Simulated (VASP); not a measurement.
Wanted: the native input for a VASP 6.6.1 run.

```
Task                   : single point
Functional             : PBE
Dispersion             : D3(BJ)
Potentials or basis    : VASP PAW PBE potentials, release 64 (B, N)
Cutoff                 : 520 eV
k mesh                 : 12 × 12 × 4
Occupations            : gaussian, width 0.05 eV
Spin                   : no spin polarisation
Dipole correction      : no
Further INCAR settings : ALGO = Normal; EDIFF = 1e-07; NBANDS = 16
```

The structure of BN lies in POSCAR:

```
BN
1.0
    2.5061233057      0.0000000000      0.0000000000
   -1.2530616528      2.1703664477      0.0000000000
    0.0000000000      0.0000000000      6.5973571420
B N
2 2
Direct
    0.0663482428      0.1326964856      0.4272435932
    0.3333333333      0.6666666667      0.0000000000
    0.0000000000      0.0000000000      0.0000000000
    0.6666666667      0.3333333333      0.5000000000
```

This cell differs from its parent crystal: atom 1 (B) moved by +0.288 Å along [1 2 0] and -0.480 Å along [0 0 1].

The input as run:

INCAR

```
SYSTEM = BN
ALGO = Normal
EDIFF = 1E-7
ENCUT = 520
GGA = PE
ISIF = 2
ISMEAR = 0
IVDW = 12
LASPH = .True.
LCHARG = .False.
LREAL = .False.
LWAVE = .False.
NBANDS = 16
NELM = 60
PREC = Accurate
SIGMA = 0.05
```

KPOINTS

```
k-points
0
Gamma
  12 12 4
  0 0 0
```

Potentials or basis: VASP PAW PBE potentials, release 64 (B, N).

Command:

```sh
$ cat potpaw_PBE.64/B/POTCAR potpaw_PBE.64/N/POTCAR > POTCAR
$ mpirun -np 1 vasp_std > vasp.out
```

Results of the run:

```yaml
Pressure: 1.5 GPa
Largest_force: 6.334 eV/Å
Band_gap_on_the_k_mesh: 0.40 eV, indirect (least direct gap 0.89 eV)
Dispersion_energy_per_atom: -0.143 eV
```

Caveat: the cell differs from its parent crystal (atom 1 (B) moved by +0.288 Å along [1 2 0] and -0.480 Å along [0 0 1]); forces of over 1 eV/Å act on the atoms, so gaps and moduli don't describe the material at rest.

It took 93 s on 1 thread of AMD EPYC 9R45 (Zen 5), on a shared host, peak memory 0.18 GiB.
